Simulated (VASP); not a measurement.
# Ti (Pm-3m) in VASP: a series of runs

Ti is run at these levels: r2SCAN; tasks: single point.

Everything below comes from runs of VASP 6.6.1. Logs are shortened: lines on timing, memory, paths and dates and some standing lists are left out, and cuts for length are marked.

## 1. The cell of the first run

The structure is cubic, space group Pm-3m (No. 221). The conventional cell has a = 2.303 Å, b = 2.303 Å, c = 2.303 Å, α = 90.00°, β = 90.00°, γ = 90.00°. Ti (site symmetry m-3m) has 6 Ti at 2.30 Å within 3.0 Å.

This isn't the form of Ti at room conditions, which is hcp.

## 2. Single point, r2SCAN

POSCAR

```
Ti
1.0
    2.3029475752      0.0000000000      0.0000000000
    0.0000000000      2.3029475752      0.0000000000
    0.0000000000      0.0000000000      2.3029475752
Ti
1
Direct
    0.0000000000      0.0000000000      0.0000000000
```

INCAR.step1

```
ALGO = Normal
EDIFF = 1E-4
ENCUT = 520
GGA = PE
ISMEAR = 1
LASPH = T
LCHARG = F
LREAL = F
LWAVE = T
NBANDS = 12
NELM = 80
PREC = Accurate
SIGMA = 0.05
```

INCAR.step2

```
ALGO = Normal
EDIFF = 1E-6
ENCUT = 520
ISIF = 2
ISMEAR = 1
ISTART = 1
LASPH = T
LCHARG = F
LMIXTAU = T
LREAL = F
LWAVE = F
METAGGA = R2SCAN
NBANDS = 12
NELM = 80
PREC = Accurate
SIGMA = 0.05
```

KPOINTS

```
k-points
0
Gamma
  6 6 6
```

Potentials or basis: VASP PAW PBE potentials, release 64 (Ti_sv).

Started as:

```
cat potpaw_PBE.64/Ti_sv/POTCAR > POTCAR
cp INCAR.step1 INCAR
mpirun -np 1 vasp_std > vasp.out
cp INCAR.step2 INCAR
mpirun -np 1 vasp_std > vasp.out
```

OUTCAR:

```text
EDIFF = 1E-6
   ENCUT = 520
   ISIF = 2
   ISMEAR = 1
   ISTART = 1
   LASPH = T
   LREAL = F
   METAGGA = R2SCAN
   NELM = 80
   PREC = Accurate

 ion  position               nearest neighbor table
   1  0.000  0.000  0.000-

  LATTYP: Found a simple cubic cell.
 ALAT       =     2.3029475752

  Lattice vectors:

 A1 = (   2.3029475752,   0.0000000000,   0.0000000000)
 A2 = (   0.0000000000,   2.3029475752,   0.0000000000)
 A3 = (   0.0000000000,   0.0000000000,   2.3029475752)

Analysis of symmetry for initial positions (statically):
=====================================================================
 Subroutine PRICEL returns:
 Original cell was already a primitive cell.

 Routine SETGRP: Setting up the symmetry group for a
 simple cubic supercell.

 Subroutine GETGRP returns: Found 48 space group operations
 (whereof 48 operations were pure point group operations)
 out of a pool of 48 trial point group operations.

The static configuration has the point symmetry O_h .

Analysis of symmetry for dynamics (positions and initial velocities):
=====================================================================
 Subroutine PRICEL returns:
 Original cell was already a primitive cell.

 Routine SETGRP: Setting up the symmetry group for a
 simple cubic supercell.

 Subroutine GETGRP returns: Found 48 space group operations
 (whereof 48 operations were pure point group operations)
 out of a pool of 48 trial point group operations.

The dynamic configuration has the point symmetry O_h .

 Subroutine INISYM returns: Found 48 space group operations
 (whereof 48 operations are pure point group operations),
 and found     1 'primitive' translations

----------------------------------------------------------------------------------------

                                     Primitive cell

  volume of cell :      12.2138

  direct lattice vectors                    reciprocal lattice vectors
     2.302947575  0.000000000  0.000000000     0.434226124  0.000000000  0.000000000
     0.000000000  2.302947575  0.000000000     0.000000000  0.434226124  0.000000000
     0.000000000  0.000000000  2.302947575     0.000000000  0.000000000  0.434226124

  length of vectors
     2.302947575  2.302947575  2.302947575     0.434226124  0.434226124  0.434226124

  position of ions in fractional coordinates (direct lattice)
     0.000000000  0.000000000  0.000000000

  ion indices of the primitive-cell ions
   primitive index   ion index
                 1           1

----------------------------------------------------------------------------------------

 KPOINTS: k-points

Automatic generation of k-mesh.
 Grid dimensions read from file:
 generate k-points for:    6    6    6

 Generating k-lattice:

  Cartesian coordinates                     Fractional coordinates (reciprocal lattice)
     0.072371021  0.000000000  0.000000000     0.166666667  0.000000000  0.000000000
     0.000000000  0.072371021  0.000000000     0.000000000  0.166666667  0.000000000
     0.000000000  0.000000000  0.072371021     0.000000000  0.000000000  0.166666667

  Length of vectors
     0.072371021  0.072371021  0.072371021

  Shift w.r.t. Gamma in fractional coordinates (k-lattice)
     0.000000000  0.000000000  0.000000000

 Subroutine IBZKPT returns following result:
 ===========================================

 Found     20 irreducible k-points:

 Following reciprocal coordinates:
            Coordinates               Weight
  0.000000  0.000000  0.000000      1.000000
  0.166667  0.000000  0.000000      6.000000
  0.333333  0.000000  0.000000      6.000000
  0.500000  0.000000  0.000000      3.000000
  0.166667  0.166667  0.000000     12.000000
  0.333333  0.166667  0.000000     24.000000
[... 12 lines left out ...]
  0.500000  0.500000  0.333333      6.000000
  0.500000  0.500000  0.500000      1.000000
   k-points           NKPTS =     20   k-points in BZ     NKDIM =     20   number of bands    NBANDS=     12
   number of dos      NEDOS =    301   number of ions     NIONS =      1
   total plane-waves  NPLWV =   5832
   dimension x,y,z NGX =    18 NGY =   18 NGZ =   18
   dimension x,y,z NGXF=    36 NGYF=   36 NGZF=   36
   ions per type =               1
   NGX,Y,Z   is equivalent  to a cutoff of  12.99, 12.99, 12.99 a.u.
   NGXF,Y,Z  is equivalent  to a cutoff of  25.99, 25.99, 25.99 a.u.
 SYSTEM =  unknown system
   PREC   = accura    normal or accurate (medium, high low for compatibility)
   ISTART =      1    job   : 0-new  1-cont  2-samecut
   ICHARG =      0    charge: 1-file 2-atom 10-const
   ISPIN  =      1    spin polarized calculation?
   LNONCOLLINEAR =      F non collinear calculations
   LSORBIT =      F    spin-orbit coupling
   LASPH  =      T    aspherical Exc in radial PAW
   ENCUT  =  520.0 eV  38.22 Ry    6.18 a.u.   4.28  4.28  4.28*2*pi/ulx,y,z
   NELM   =     80;   NELMIN=  2; NELMDL=  0     # of ELM steps
   EDIFF  = 0.1E-05   stopping-criterion for ELM
   LREAL  =      F    real-space projection
   EDIFFG = 0.1E-04   stopping-criterion for IOM
   NSW    =      0    number of steps for IOM
   IBRION =     -1    ionic relax: 0-MD 1-quasi-New 2-CG
   NFREE  =      0    steps in history (QN), initial steepest desc. (CG)
   ISIF   =      2    stress and relaxation
   ISYM   =      2    0-nonsym 1-usesym 2-fastsym
   POTIM  = 0.5000    time-step for ionic-motion
   TEBEG  =    0.0;   TEEND  =   0.0 temperature during run
   PSTRESS=    0.0 pullay stress
   NELECT =      12.0000    total number of electrons
   NUPDOWN=      -1.0000    fix difference up-down
   EMIN   =  10.00;   EMAX   =-10.00  energy-range for DOS
   EFERMI =   0.00;   METHOD = LEGACY
   ISMEAR =     1;   SIGMA  =   0.05  broadening in eV -4-tet -1-fermi 0-gaus
   EFERMI_NEDOS =   21; number of points for ismear=-14 and -15
   IALGO  =     38    algorithm
   IMIX   =      4    mixing-type and parameters
     AMIX     =   0.40;   BMIX     =  1.00
     AMIX_MAG =   1.60;   BMIX_MAG =  1.00
  volume/ion in A,a.u.               =      12.21        82.42
  Fermi-wavevector in a.u.,A,eV,Ry     =   1.627488  3.075507 36.037996  2.648718
  Thomas-Fermi vector in A             =   2.720275
   LORBIT       =      0    0 simple, 1 ext, 2 COOP (PROOUT), +10 PAW based schemes
   METAGGA = R2SCAN    functional components
   LHFCALC =     F    Hartree Fock is set to
   AEXX    =    0.0000 exact exchange contribution
   IVDW    =     0    specifies the selected vdW correction
   LEPSILON=     F    determine dielectric tensor
   LRPA    =     F    only Hartree local field effects (RPA)
 non-spin polarized calculation
 Methfessel and Paxton  Order N= 1 SIGMA  =   0.05
  energy-cutoff  :      520.00
  volume of cell :       12.21
 maximum number of plane-waves:       344
 NGX is ok and might be reduce to    18
   NGX =  9   NGY =  9   NGZ =  9

 number of electron      12.0000010 magnetization

 Free energy of the ion-electron system (eV)
  ---------------------------------------------------
  ext. energy  EPLUGINS =         0.00000000
  ---------------------------------------------------
  free energy    TOTEN  =       -11.15477300 eV

  energy without entropy =      -11.15558189  energy(sigma->0) =      -11.15504263

 E-fermi :  12.8755     XC(G=0): -14.1863

 val. band max:       12.8210254838   @ k =   0.5000   0.1667   0.0000
 cond. band min:      12.9218656487   @ k =   0.3333   0.3333   0.1667
 fundamental gap:      0.1008401649
 Fermi energy:        12.8754602324

 k-point     1 :       0.0000    0.0000    0.0000
  band No.  band energies     occupation
      1     -46.2419      2.00000
      2     -19.8967      2.00000
      3     -19.8967      2.00000
      4     -19.8967      2.00000
      5       6.0240      2.00000
      6      10.0017      2.00000
      7      10.0017      2.00000
      8      18.9100      0.00000
      9      18.9100      0.00000
     10      18.9100      0.00000
     11      34.4302      0.00000
     12      34.4302      0.00000

 k-point     2 :       0.1667    0.0000    0.0000
  band No.  band energies     occupation
      1     -46.1145      2.00000
      2     -20.6351      2.00000
      3     -19.8327      2.00000
      4     -19.8327      2.00000
      5       7.0201      2.00000
      6      10.2840      2.00000
      7      11.0674      2.00000
      8      17.9153      0.00000
      9      17.9153      0.00000
     10      18.9872      0.00000
     11      29.9606      0.00000
     12      36.0522      0.00000

 k-point     3 :       0.3333    0.0000    0.0000
  band No.  band energies     occupation
      1     -45.8491      2.00000
      2     -21.9974      2.00000
      3     -19.7025      2.00000
      4     -19.7025      2.00000
      5       9.2121      2.00000
      6      10.9001      2.00000
      7      13.0176     -0.00044
      8      16.2624      0.00000
      9      16.2624      0.00000
     10      19.1446      0.00000
     11      25.6466      0.00000
     12      34.3358      0.00000
[... 226 lines left out ...]
 k-point    19 :       0.5000    0.5000    0.3333
  band No.  band energies     occupation
      1     -44.8702      2.00000
      2     -21.8121      2.00000
      3     -21.8121      2.00000
      4     -21.1584      2.00000
      5       9.1325      2.00000
      6      11.0166      2.00000
      7      11.0166      2.00000
      8      18.3120      0.00000
      9      20.8870      0.00000
     10      23.9403      0.00000
     11      28.6731      0.00000
     12      28.6731      0.00000

 k-point    20 :       0.5000    0.5000    0.5000
  band No.  band energies     occupation
      1     -44.7490      2.00000
      2     -21.7025      2.00000
      3     -21.7025      2.00000
      4     -21.7025      2.00000
      5       9.9574      2.00000
      6       9.9574      2.00000
      7       9.9574      2.00000
      8      20.9352      0.00000
      9      20.9352      0.00000
     10      22.1424      0.00000
     11      31.7297      0.00000
     12      31.7297      0.00000

------------------------ aborting loop because EDIFF is reached ----------------------------------------

  FORCE on cell =-STRESS in cart. coord.  units (eV):
  Direction    XX          YY          ZZ          XY          YZ          ZX
  --------------------------------------------------------------------------------------
  -------------------------------------------------------------------------------------
  Total        4.7571614      4.7571614      4.7571614      0.0000000      0.0000000     -0.0000000
  in kB      624.0312116    624.0312116    624.0312116      0.0000000      0.0000000     -0.0000000
  external PRESSURE =     624.0312116 kB  Pullay stress =       0.0000000 kB

 VOLUME and BASIS-vectors are now :
 -----------------------------------------------------------------------------
  energy-cutoff  :      520.00
  volume of cell :       12.21
      direct lattice vectors                 reciprocal lattice vectors
     2.302947575  0.000000000  0.000000000     0.434226124  0.000000000  0.000000000
     0.000000000  2.302947575  0.000000000     0.000000000  0.434226124  0.000000000
     0.000000000  0.000000000  2.302947575     0.000000000  0.000000000  0.434226124

 POSITION                                       TOTAL-FORCE (eV/Angst)
 -----------------------------------------------------------------------------------
      0.00000      0.00000      0.00000         0.000000      0.000000      0.000000
 -----------------------------------------------------------------------------------
    total drift:                               -0.000000      0.000000     -0.000000

  FREE ENERGIE OF THE ION-ELECTRON SYSTEM (eV)
  ---------------------------------------------------
  free  energy   TOTEN  =       -11.1547730010 eV

  energy  without entropy=      -11.1555818872  energy(sigma->0) =      -11.15504263
```

Wall time 17 s (1 thread of Intel Xeon Platinum 8559C (Emerald Rapids), shared host); peak memory 0.12 GiB.

What came out:

```yaml
Free_energy: -11.1548 eV
Pressure: 62.4 GPa
Band_gap_on_the_k_mesh: zero (bands 6 and 7 overlap by 3.87 eV)
```

Caveat: the k points lie up to 0.45 Å⁻¹ apart, too coarse for converged energies and pressures of a metal; the PAW data sets were made with another functional, which shifts forces and pressure a little.

## 3. Single point, r2SCAN

This run uses another cell than the first one, of 13.23 Å³/atom.

POSCAR

```
Ti
1.0
    2.3648776085      0.0000000000      0.0000000000
    0.0000000000      2.3648776085      0.0000000000
    0.0000000000      0.0000000000      2.3648776085
Ti
1
Direct
    0.0000000000      0.0000000000      0.0000000000
```

INCAR.step1

```
SYSTEM = Ti
PREC = Accurate
ENCUT = 520
ISMEAR = 1
SIGMA = 0.05
LREAL = .False.
LASPH = .True.
NELM = 100
NBANDS = 12
GGA = PE
ALGO = Normal
EDIFF = 1E-4
LWAVE = .True.
LCHARG = .False.
```

INCAR.step2

```
SYSTEM = Ti
PREC = Accurate
ENCUT = 520
EDIFF = 1E-6
ISMEAR = 1
SIGMA = 0.05
LREAL = .False.
LASPH = .True.
NELM = 100
ALGO = Normal
ISIF = 2
LWAVE = .False.
LCHARG = .False.
METAGGA = R2SCAN
LMIXTAU = .True.
NBANDS = 12
ISTART = 1
```

KPOINTS

```
Automatic mesh
0
Gamma
  6 6 6
  0 0 0
```

Potentials or basis: VASP PAW PBE potentials, release 64 (Ti_sv).

Started as:

```
cat potpaw_PBE.64/Ti_sv/POTCAR > POTCAR
cp INCAR.step1 INCAR
mpirun -np 1 vasp_std > vasp.out
cp INCAR.step2 INCAR
mpirun -np 1 vasp_std > vasp.out
```

OUTCAR:

```text
SYSTEM = Ti
   PREC = Accurate
   ENCUT = 520
   EDIFF = 1E-6
   ISMEAR = 1
   LREAL = .False.
   LASPH = .True.
   NELM = 100
   ISIF = 2
   METAGGA = R2SCAN
   ISTART = 1

 ion  position               nearest neighbor table
   1  0.000  0.000  0.000-

  LATTYP: Found a simple cubic cell.
 ALAT       =     2.3648776085

  Lattice vectors:

 A1 = (   2.3648776085,   0.0000000000,   0.0000000000)
 A2 = (   0.0000000000,   2.3648776085,   0.0000000000)
 A3 = (   0.0000000000,   0.0000000000,   2.3648776085)

Analysis of symmetry for initial positions (statically):
=====================================================================
 Subroutine PRICEL returns:
 Original cell was already a primitive cell.

 Routine SETGRP: Setting up the symmetry group for a
 simple cubic supercell.

 Subroutine GETGRP returns: Found 48 space group operations
 (whereof 48 operations were pure point group operations)
 out of a pool of 48 trial point group operations.

The static configuration has the point symmetry O_h .

Analysis of symmetry for dynamics (positions and initial velocities):
[... 163 lines left out ...]
      2     -21.1952      2.00000
      3     -21.1952      2.00000
      4     -21.1952      2.00000
      5       4.9606      2.00000
      6       9.2354      2.00000
      7       9.2354      2.00000
      8      17.3876      0.00000
      9      17.3876      0.00000
     10      17.3876      0.00000
     11      32.1860      0.00000
     12      32.1860      0.00000
[... 271 lines left out ...]
 k-point    20 :       0.5000    0.5000    0.5000
  band No.  band energies     occupation
      1     -46.0583      2.00000
      2     -22.6927      2.00000
      3     -22.6927      2.00000
      4     -22.6927      2.00000
      5       9.2473      2.00000
      6       9.2473      2.00000
      7       9.2473      2.00000
      8      19.1862      0.00000
      9      19.1862      0.00000
     10      21.0094      0.00000
     11      28.9810      0.00000
     12      28.9810      0.00000

------------------------ aborting loop because EDIFF is reached ----------------------------------------

  FORCE on cell =-STRESS in cart. coord.  units (eV):
  Direction    XX          YY          ZZ          XY          YZ          ZX
  --------------------------------------------------------------------------------------
  -------------------------------------------------------------------------------------
  Total        3.4260371      3.4260371      3.4260371     -0.0000000      0.0000000     -0.0000000
  in kB      415.0272755    415.0272755    415.0272755     -0.0000000      0.0000000     -0.0000000
  external PRESSURE =     415.0272755 kB  Pullay stress =       0.0000000 kB

 VOLUME and BASIS-vectors are now :
 -----------------------------------------------------------------------------
  energy-cutoff  :      520.00
  volume of cell :       13.23
      direct lattice vectors                 reciprocal lattice vectors
     2.364877609  0.000000000  0.000000000     0.422854864  0.000000000  0.000000000
     0.000000000  2.364877609  0.000000000     0.000000000  0.422854864  0.000000000
     0.000000000  0.000000000  2.364877609     0.000000000  0.000000000  0.422854864

 POSITION                                       TOTAL-FORCE (eV/Angst)
 -----------------------------------------------------------------------------------
      0.00000      0.00000      0.00000         0.000000      0.000000      0.000000
 -----------------------------------------------------------------------------------
    total drift:                               -0.000000      0.000000      0.000000

  FREE ENERGIE OF THE ION-ELECTRON SYSTEM (eV)
  ---------------------------------------------------
  free  energy   TOTEN  =       -11.4796613879 eV

  energy  without entropy=      -11.4800382638  energy(sigma->0) =      -11.47978701
```

OUTCAR.step1:

```text
SYSTEM = Ti
   PREC = Accurate
   ENCUT = 520
   ISMEAR = 1
   LREAL = .False.
   LASPH = .True.
   NELM = 100
[... 510 lines left out ...]
 -----------------------------------------------------------------------------------
      0.00000      0.00000      0.00000         0.000000      0.000000      0.000000
 -----------------------------------------------------------------------------------
    total drift:                                0.000000      0.000000      0.000000

  FREE ENERGIE OF THE ION-ELECTRON SYSTEM (eV)
  ---------------------------------------------------
  free  energy   TOTEN  =        -6.4202771116 eV

  energy  without entropy=       -6.4198340024  energy(sigma->0) =       -6.42012941
```

Run time: 16 s. Hardware: 1 thread of Intel Xeon Platinum 8559C (Emerald Rapids), shared host; peak memory 0.12 GiB.

What came out:

* Free energy: -11.4797 eV
* Pressure: 41.5 GPa
* Band gap on the k mesh: zero (bands 6 and 7 overlap by 3.52 eV)

Caveat: the k points lie up to 0.44 Å⁻¹ apart, too coarse for converged energies and pressures of a metal; the PAW data sets were made with another functional, which shifts forces and pressure a little.

[end of part 1 of 2]
